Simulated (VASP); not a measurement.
Wanted: the native input for a VASP 6.6.1 run.

```
Task                   : single point
Functional             : PBE
Dispersion             : D3(BJ)
Potentials or basis    : VASP PAW PBE potentials, release 64 (Te, Mo_sv)
Cutoff                 : 500 eV
k mesh                 : 10 × 10 × 2
Occupations            : gaussian, width 0.05 eV
Spin                   : no spin polarisation
Dipole correction      : no
Further INCAR settings : ALGO = Normal; EDIFF = 1e-06; NBANDS = 35
```

The structure of Te2Mo lies in POSCAR:

```
Te2Mo
1.0
    3.4964340951      0.0000000000      0.0000000000
   -1.7482170476      3.0280007490      0.0000000000
    0.0000000000      0.0000000000     13.7011346687
Te Mo
4 2
Direct
    0.3333333333      0.6666666667      0.6173445263
    0.6666666667      0.3333333333      0.1173445263
    0.3333333333      0.6666666667      0.8826554737
    0.6666666667      0.3333333333      0.3826554737
    0.3333333333      0.6666666667      0.2500000000
    0.6666666667      0.3333333333      0.7500000000
```

One way to write it, as run:

INCAR

```
ALGO     = Normal         # electronic algorithm
EDIFF    = 1E-6           # SCF threshold, eV
ENCUT    = 500            # plane-wave cutoff, eV
GGA      = PE             # functional
GGA_COMPAT= False        
ISIF     = 2              # what is computed and relaxed
ISMEAR   = 0              # smearing method
IVDW     = 12             # dispersion correction
LASPH    = True           # aspherical terms in the spheres
LCHARG   = False          # write CHGCAR
LREAL    = False          # projectors in reciprocal space
LWAVE    = False          # write WAVECAR
NBANDS   = 35             # bands
NELM     = 120            # most SCF steps
PREC     = Accurate       # precision mode
SIGMA    = 0.05           # smearing width, eV
```

KPOINTS

```
k-points
0
Gamma
  10 10 2
```

Potentials or basis: VASP PAW PBE potentials, release 64 (Te, Mo_sv).

Run with:

```sh
$ cat potpaw_PBE.64/Te/POTCAR potpaw_PBE.64/Mo_sv/POTCAR > POTCAR
$ mpirun -np 1 vasp_std > vasp.out
```

It gave:

```
Pressure                   : 0.0 GPa
Largest force              : 0.010 eV/Å
Band gap on the k mesh     : 0.59 eV (least direct gap 1.16 eV)
Dispersion energy per atom : -0.554 eV
```

Caveat: spin-orbit coupling is left out, which moves the levels of the heavy elements.

Run time: 3.5 min on 1 thread of Intel Xeon 8259CL (shared host), peak memory 0.33 GiB.
